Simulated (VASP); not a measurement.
Runs of VASP 6.6.1 on TiN. The structure is that of space group Fm-3m (No. 225), or close to it. The cells are those of the table. 

```csv
task,cell,cutoff (eV),gap on the mesh (eV),pressure (GPa)
single point,"a = 2.991 Å, angles 60.0°, 2 atoms",600,none,(a)
single point,"a = 2.940 Å, angles 60.0°, 2 atoms",600,none,10.9
electric field gradients,"a = 3.011 Å, angles 60.0°, 2 atoms",520,none,-10.2
single point,"a = 3.001 Å, angles 60.0°, 2 atoms",600,none,(b)
electric field gradients,"a = 3.040 Å, angles 60.0°, 2 atoms",520,none,-17.2
```

Alike in all rows: level PBEsol; potentials or basis VASP PAW PBE potentials, release 64 (Ti_sv, N); no spin polarisation; k mesh 13 × 13 × 13; smearing fermi-dirac 0.05 eV.

Fill in the values left out.

(a) -5.0; (b) -7.7.

Caveats: the PAW data sets were made with another functional, which shifts forces and pressure a little.

A gap of «none» marks levels without a gap at the run's occupations.
